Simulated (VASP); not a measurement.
Here is a VASP 6.6.1 calculation.

Contents of INCAR:

```
ALGO = Normal
EDIFF = 1E-6
ENCUT = 520
GGA = PE
ISIF = 2
ISMEAR = 0
LASPH = True
LCHARG = False
LREAL = False
LWAVE = False
NBANDS = 34
NELM = 100
PREC = Accurate
SIGMA = 0.1
```

The input KPOINTS:

```
k-points
0
Gamma
  6 6 4
```

Contents of POSCAR:

```
Si3Ge2Pt
1.0
    5.2920319300      0.0000000000      0.0000000000
   -2.6460159700      4.5830340900      0.0000000000
    0.0000000000      0.0000000000      4.1230502600
Si Ge Pt
3 2 1
Direct
    0.5000000000      0.0000000000      0.5000000000
    0.0000000000      0.5000000000      0.5000000000
    0.5000000000      0.5000000000      0.5000000000
    0.3333333300      0.6666666700      0.0000000000
    0.6666666700      0.3333333300      0.0000000000
    0.0000000000      0.0000000000      0.0000000000
```

Potentials or basis: VASP PAW PBE potentials, release 64 (Si, Ge_d, Pt).

Run with:

```bash
$ cat potpaw_PBE.64/Si/POTCAR potpaw_PBE.64/Ge_d/POTCAR potpaw_PBE.64/Pt/POTCAR > POTCAR
$ mpirun -np 1 vasp_std > vasp.out
```

(1) Estimate the band gap on the k mesh.

(2) Predict the pressure.

## Answers

(1) zero (band 25 reaches 9.33 eV, above the bottom of band 26 at 7.80 eV).

(2) 6.4 GPa.

Caveat: the k points lie up to 0.38 Å⁻¹ apart; spin-orbit coupling is left out, which moves the levels of the heavy elements.
